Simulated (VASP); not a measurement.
# C (P6_3/mmc) in VASP: further runs

Runs on C. Level: PBE. Tasks: single point.

Everything below comes from runs of VASP 6.6.1. Logs are shortened: lines on timing, memory, paths and dates and some standing lists are left out, and cuts for length are marked.

### 1 The cell of the first run

It takes space group P6_3/mmc (No. 194, hexagonal). The conventional cell has a = 2.653 Å, b = 2.653 Å, c = 12.585 Å, α = 90.00°, β = 90.00°, γ = 120.00°. Within 2.1 Å of C (site symmetry 3m) lie 4 C at 1.59 to 1.62 Å. C (site symmetry 3m) has 4 C at 1.56 to 1.62 Å within 2.1 Å. C (site symmetry 3m) has 4 C at 1.56 to 1.62 Å within 2.1 Å.

### 2 Single point, PBE

The input, INCAR:

```
PREC = Accurate
ENCUT = 520
EDIFF = 1E-6
ISMEAR = 0
SIGMA = 0.05
LREAL = False
LASPH = True
NELM = 100
ALGO = Normal
ISIF = 2
LWAVE = False
LCHARG = False
GGA = PE
NBANDS = 36
```

The input, KPOINTS:

```
Automatic mesh
0
Gamma
  12 12 2
```

The input, POSCAR:

```
C
1.0
    2.6529000000      0.0000000000      0.0000000000
   -1.3264500000      2.2974787937      0.0000000000
    0.0000000000      0.0000000000     12.5845000000
C
12
Direct
    0.0000000000      0.0000000000      0.1868593266
    0.0000000000      0.0000000000      0.6868593266
    0.0000000000      0.0000000000      0.3131406734
    0.0000000000      0.0000000000      0.8131406734
    0.3333333333      0.6666666667      0.5207665411
    0.6666666667      0.3333333333      0.0207665411
    0.3333333333      0.6666666667      0.9792334589
    0.6666666667      0.3333333333      0.4792334589
    0.3333333333      0.6666666667      0.6450950823
    0.6666666667      0.3333333333      0.1450950823
    0.3333333333      0.6666666667      0.8549049177
    0.6666666667      0.3333333333      0.3549049177
```

Potentials or basis: VASP PAW PBE potentials, release 64 (C).

The run is started by

```
cat potpaw_PBE.64/C/POTCAR > POTCAR
mpirun -np 1 vasp_std > vasp.out
```

OUTCAR:

```text
PREC = Accurate
   ENCUT = 520
   EDIFF = 1E-6
   ISMEAR = 0
   LREAL = False
   LASPH = True
   NELM = 100
   ISIF = 2
   GGA = PE

 ion  position               nearest neighbor table
   1  0.000  0.000  0.187-   3 1.59  10 1.62  10 1.62  10 1.62
   2  0.000  0.000  0.687-   4 1.59   9 1.62   9 1.62   9 1.62
   3  0.000  0.000  0.313-   1 1.59  12 1.62  12 1.62  12 1.62
   4  0.000  0.000  0.813-   2 1.59  11 1.62  11 1.62  11 1.62
   5  0.333  0.667  0.521-   9 1.56   8 1.62   8 1.62   8 1.62
   6  0.667  0.333  0.021-  10 1.56   7 1.62   7 1.62   7 1.62
   7  0.333  0.667  0.979-  11 1.56   6 1.62   6 1.62   6 1.62
   8  0.667  0.333  0.479-  12 1.56   5 1.62   5 1.62   5 1.62
   9  0.333  0.667  0.645-   5 1.56   2 1.62   2 1.62   2 1.62
  10  0.667  0.333  0.145-   6 1.56   1 1.62   1 1.62   1 1.62
  11  0.333  0.667  0.855-   7 1.56   4 1.62   4 1.62   4 1.62
  12  0.667  0.333  0.355-   8 1.56   3 1.62   3 1.62   3 1.62

  LATTYP: Found a hexagonal cell.
 ALAT       =     2.6529000000
 C/A-ratio  =     4.7436767311

  Lattice vectors:

 A1 = (   2.6529000000,   0.0000000000,   0.0000000000)
 A2 = (  -1.3264500000,   2.2974787937,   0.0000000000)
 A3 = (   0.0000000000,   0.0000000000,  12.5845000000)

Analysis of symmetry for initial positions (statically):
=====================================================================
 Subroutine PRICEL returns:
 Original cell was already a primitive cell.

 Routine SETGRP: Setting up the symmetry group for a
 hexagonal supercell.

 Subroutine GETGRP returns: Found 24 space group operations
 (whereof 12 operations were pure point group operations)
 out of a pool of 24 trial point group operations.

The static configuration has the point symmetry D_3d.
 The point group associated with its full space group is D_6h.

Analysis of symmetry for dynamics (positions and initial velocities):
=====================================================================
 Subroutine PRICEL returns:
 Original cell was already a primitive cell.

 Routine SETGRP: Setting up the symmetry group for a
 hexagonal supercell.

 Subroutine GETGRP returns: Found 24 space group operations
 (whereof 12 operations were pure point group operations)
 out of a pool of 24 trial point group operations.

The dynamic configuration has the point symmetry D_3d.
[... 129 lines left out ...]
   TEBEG  =    0.0;   TEEND  =   0.0 temperature during run
   PSTRESS=    0.0 pullay stress
   NELECT =      48.0000    total number of electrons
   NUPDOWN=      -1.0000    fix difference up-down
   EMIN   =  10.00;   EMAX   =-10.00  energy-range for DOS
   EFERMI =   0.00;   METHOD = LEGACY
   ISMEAR =     0;   SIGMA  =   0.05  broadening in eV -4-tet -1-fermi 0-gaus
   EFERMI_NEDOS =   21; number of points for ismear=-14 and -15
   IALGO  =     38    algorithm
   IMIX   =      4    mixing-type and parameters
     AMIX     =   0.40;   BMIX     =  1.00
     AMIX_MAG =   1.60;   BMIX_MAG =  1.00
  volume/ion in A,a.u.               =       6.39        43.13
  Fermi-wavevector in a.u.,A,eV,Ry     =   1.400294  2.646171 26.678608  1.960822
  Thomas-Fermi vector in A             =   2.523268
   LORBIT       =      0    0 simple, 1 ext, 2 COOP (PROOUT), +10 PAW based schemes
   GGA     = PE    functional components
   LHFCALC =     F    Hartree Fock is set to
   AEXX    =    0.0000 exact exchange contribution
   IVDW    =     0    specifies the selected vdW correction
   LEPSILON=     F    determine dielectric tensor
   LRPA    =     F    only Hartree local field effects (RPA)
 non-spin polarized calculation
 Gauss-broadening in eV      SIGMA  =   0.05
  energy-cutoff  :      520.00
  volume of cell :       76.70
 maximum number of plane-waves:      2104
 NGX is ok and might be reduce to    20
   NGX =  9   NGY =  9   NGZ = 47

 number of electron      47.9999996 magnetization

 Free energy of the ion-electron system (eV)
  ---------------------------------------------------
  ext. energy  EPLUGINS =         0.00000000
  ---------------------------------------------------
  free energy    TOTEN  =      -107.72369442 eV

  energy without entropy =     -107.72369442  energy(sigma->0) =     -107.72369442

 E-fermi :   8.4799     XC(G=0): -12.6556

 val. band max:        8.1822433774   @ k =   0.0000   0.0000   0.0000
 cond. band min:      12.0122488860   @ k =   0.4167  -0.0000   0.0000
 fundamental gap:      3.8300055086
 Fermi energy:         8.4798662585

 k-point     1 :       0.0000    0.0000    0.0000
  band No.  band energies     occupation
      1     -11.8763      2.00000
      2     -11.1676      2.00000
      3     -11.1035      2.00000
      4      -8.9937      2.00000
      5      -8.9363      2.00000
      6      -6.2931      2.00000
[... 925 lines left out ...]
     35      16.8154      0.00000
     36      16.8154      0.00000

 [... further k-points ...]

------------------------ aborting loop because EDIFF is reached ----------------------------------------

  FORCE on cell =-STRESS in cart. coord.  units (eV):
  Direction    XX          YY          ZZ          XY          YZ          ZX
  --------------------------------------------------------------------------------------
  -------------------------------------------------------------------------------------
  Total      -24.2833303    -24.2833303     -7.5817181      0.0000000      0.0000000      0.0000000
  in kB     -507.2364731   -507.2364731   -158.3688853      0.0000000      0.0000000      0.0000000
  external PRESSURE =    -390.9472772 kB  Pullay stress =       0.0000000 kB

 VOLUME and BASIS-vectors are now :
 -----------------------------------------------------------------------------
  energy-cutoff  :      520.00
  volume of cell :       76.70
      direct lattice vectors                 reciprocal lattice vectors
     2.652900000  0.000000000  0.000000000     0.376945984  0.217629865  0.000000000
    -1.326450000  2.297478794  0.000000000     0.000000000  0.435259730  0.000000000
     0.000000000  0.000000000 12.584500000     0.000000000  0.000000000  0.079462831

 POSITION                                       TOTAL-FORCE (eV/Angst)
 -----------------------------------------------------------------------------------
      0.00000      0.00000      2.35153        -0.000000      0.000000     -0.025320
      0.00000      0.00000      8.64378         0.000000     -0.000000     -0.025320
      0.00000      0.00000      3.94072        -0.000000      0.000000      0.025320
      0.00000      0.00000     10.23297         0.000000     -0.000000      0.025320
     -0.00000      1.53165      6.55359        -0.000000      0.000000      0.023952
      1.32645      0.76583      0.26134         0.000000      0.000000      0.023952
     -0.00000      1.53165     12.32316        -0.000000     -0.000000     -0.023952
      1.32645      0.76583      6.03091         0.000000     -0.000000     -0.023952
     -0.00000      1.53165      8.11820        -0.000000      0.000000     -0.086573
      1.32645      0.76583      1.82595         0.000000     -0.000000     -0.086573
     -0.00000      1.53165     10.75855        -0.000000      0.000000      0.086573
      1.32645      0.76583      4.46630         0.000000      0.000000      0.086573
 -----------------------------------------------------------------------------------
    total drift:                               -0.000000      0.000000      0.000000

  FREE ENERGIE OF THE ION-ELECTRON SYSTEM (eV)
  ---------------------------------------------------
  free  energy   TOTEN  =      -107.7236944185 eV

  energy  without entropy=     -107.7236944185  energy(sigma->0) =     -107.72369442
```

OSZICAR:

```text
N       E                     dE             d eps       ncg     rms          rms(c)
DAV:   1     0.122978594429E+03    0.12298E+03   -0.24938E+04  2736   0.129E+03
DAV:   2    -0.100802233723E+03   -0.22378E+03   -0.21159E+03  3528   0.248E+02
DAV:   3    -0.110197517847E+03   -0.93953E+01   -0.93156E+01  3628   0.465E+01
DAV:   4    -0.110335780958E+03   -0.13826E+00   -0.13787E+00  3616   0.582E+00
DAV:   5    -0.110338769661E+03   -0.29887E-02   -0.29861E-02  3560   0.859E-01    0.116E+01
DAV:   6    -0.108375909499E+03    0.19629E+01   -0.13505E+00  3336   0.526E+00    0.694E+00
DAV:   7    -0.107720213588E+03    0.65570E+00   -0.17578E+00  3252   0.619E+00    0.130E+00
DAV:   8    -0.107723224874E+03   -0.30113E-02   -0.53815E-02  3492   0.107E+00    0.106E-01
DAV:   9    -0.107723582297E+03   -0.35742E-03   -0.13078E-03  3636   0.197E-01    0.401E-02
DAV:  10    -0.107723652882E+03   -0.70585E-04   -0.96195E-05  3372   0.526E-02    0.209E-02
DAV:  11    -0.107723693024E+03   -0.40141E-04   -0.34407E-05  3348   0.341E-02    0.352E-03
DAV:  12    -0.107723694362E+03   -0.13386E-05   -0.15507E-06  2860   0.730E-03    0.130E-03
DAV:  13    -0.107723694418E+03   -0.56185E-07   -0.29944E-07  2196   0.302E-03
   1 F= -.10772369E+03 E0= -.10772369E+03  d E =-.802008E-19
```

Wall time 2.2 min (1 thread of AMD EPYC 7R13, shared host); peak memory 0.19 GiB.

Results:

| Quantity | Value |
| --- | --- |
| Free energy | -107.7237 eV |
| Pressure | -39.1 GPa |
| Largest force | 0.087 eV/Å |
| Band gap on the k mesh | 3.83 eV (least direct gap 4.69 eV) |

Forces on the atoms (eV/Å):
```
C    0.000  0.000 -0.025
C    0.000  0.000 -0.025
C    0.000  0.000  0.025
C    0.000  0.000  0.025
C    0.000  0.000  0.024
C    0.000  0.000  0.024
C    0.000  0.000 -0.024
C    0.000  0.000 -0.024
C    0.000  0.000 -0.087
C    0.000  0.000 -0.087
C    0.000  0.000  0.087
C    0.000  0.000  0.087
```

Caveat: the stress differs along the axes, from -51 to -16 GPa. Expect the measured gap to be larger: semilocal functionals such as PBE lack the derivative discontinuity.

### 3 Single point, PBE

This run uses another cell than the first one, of 6.44 Å³/atom.

The input, INCAR:

```
ALGO     = Normal         # electronic algorithm
EDIFF    = 1E-6           # SCF threshold, eV
ENCUT    = 520            # plane-wave cutoff, eV
GGA      = PE             # functional
ISIF     = 2              # what is computed and relaxed
ISMEAR   = 0              # smearing method
LASPH    = True           # aspherical terms in the spheres
LCHARG   = True           # write CHGCAR
LELF     = True           # ELF
LREAL    = False          # projectors in reciprocal space
LVHAR    = True         
LWAVE    = False          # write WAVECAR
NBANDS   = 36             # bands
NELM     = 80             # most SCF steps
PREC     = Accurate       # precision mode
SIGMA    = 0.05           # smearing width, eV
```

The input, KPOINTS:

```
k-points
0
Gamma
  12 12 2
```

Edit POSCAR of step 2 so:

```diff
@@ -2,5 +2,5 @@
 1.0
-    2.6529000000      0.0000000000      0.0000000000
-   -1.3264500000      2.2974787937      0.0000000000
-    0.0000000000      0.0000000000     12.5845000000
+    2.6970000000      0.0000000000      0.0000000000
+   -1.3485000000      2.3356705140      0.0000000000
+    0.0000000000      0.0000000000     12.2737000000
 C
```

Potentials or basis: VASP PAW PBE potentials, release 64 (C).

The run is started by

```
cat potpaw_PBE.64/C/POTCAR > POTCAR
mpirun -np 1 vasp_std > vasp.out
```

Run time: 2.3 min. Hardware: 1 thread of AMD EPYC 7R13, shared host; peak memory 0.18 GiB.

Results (log left out):

```yaml
Free_energy: -106.8577 eV
Pressure: -38.8 GPa
Largest_force: 0.133 eV/Å
Band_gap_on_the_k_mesh: 3.29 eV (least direct gap 4.21 eV)
```

Forces on the atoms (eV/Å):
```
C    0.000  0.000 -0.133
C    0.000  0.000 -0.133
C    0.000  0.000  0.133
C    0.000  0.000  0.133
C    0.000  0.000 -0.093
C    0.000  0.000 -0.093
C    0.000  0.000  0.093
C    0.000  0.000  0.093
C    0.000  0.000 -0.087
C    0.000  0.000 -0.087
C    0.000  0.000  0.087
C    0.000  0.000  0.087
```

Stress tensor (GPa, compression positive):
```
-63.13   0.00   0.00
  0.00 -63.13   0.00
  0.00   0.00   9.89
```

Levels at points of the mesh, in eV from the valence-band top:
| k point | band 21 | band 22 | band 23 | band 24 | band 25 | band 26 | band 27 | band 28 |
| --- | --- | --- | --- | --- | --- | --- | --- | --- |
| (0.00, 0.00, 0.00) | -1.20 | -0.42 | 0.00 | 0.00 | 4.21 | 4.21 | 5.10 | 5.12 |
| (0.50, 0.00, 0.00) | -3.66 | -3.60 | -3.25 | -2.28 | 3.29 | 3.93 | 4.15 | 5.87 |
| (0.00, 0.00, 0.50) | -0.41 | -0.41 | -0.41 | -0.41 | 4.69 | 4.69 | 4.69 | 4.69 |
| (0.50, 0.00, 0.50) | -3.31 | -3.31 | -2.69 | -2.69 | 3.48 | 3.48 | 4.92 | 4.92 |

Caveat: the stress differs along the axes, from -63 to 10 GPa. A hybrid or GW would open this gap; PBE tends to underestimate it.
